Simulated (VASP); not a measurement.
Set up this calculation in VASP 6.6.1, as the native input.

```
Task                   : single point
Functional             : PBE
Potentials or basis    : VASP PAW PBE potentials, release 64 (Bi_d)
Cutoff                 : 520 eV
k mesh                 : 10 × 10 × 10
Occupations            : gaussian, width 0.1 eV
Spin                   : no spin polarisation
Dipole correction      : no
Further INCAR settings : ALGO = Fast; EDIFF = 1e-06; NBANDS = 38
```

The structure of Bi lies in POSCAR:

```
Bi
1.0
    2.2790083349     -6.3965013899      0.0000000000
    2.2790083349      6.3965013899      0.0000000000
    0.0000000000      0.0000000000      4.9904730028
Bi
4
Direct
    0.1195735505      0.8804264495      0.9612632448
    0.6195735505      0.3804264495      0.5387367552
    0.8804264495      0.1195735505      0.0387367552
    0.3804264495      0.6195735505      0.4612632448
```

The input as run:

INCAR

```
PREC = Accurate
ENCUT = 520
EDIFF = 1E-6
ISMEAR = 0
SIGMA = 0.1
LREAL = False
LASPH = True
NELM = 80
ALGO = Fast
ISIF = 2
LWAVE = False
LCHARG = False
GGA = PE
NBANDS = 38
```

KPOINTS

```
Automatic mesh
0
Gamma
  10 10 10
```

Potentials or basis: VASP PAW PBE potentials, release 64 (Bi_d).

Launch:

```sh
$ cat potpaw_PBE.64/Bi_d/POTCAR > POTCAR
$ mpirun -np 1 vasp_std > vasp.out
```

Results of the run:

```
Pressure               : -0.1 GPa
Largest force          : 0.009 eV/Å
Band gap on the k mesh : zero (bands 30 and 31 overlap by 0.45 eV)
```

Caveat: spin-orbit coupling is left out, which moves the levels of the heavy elements.

Run time: 35 min on 1 thread of Intel(R) Xeon(R) Platinum 8175M CPU @ 2.50GHz (Skylake/Cascade Lake), with other jobs on the host, peak memory 0.83 GiB.
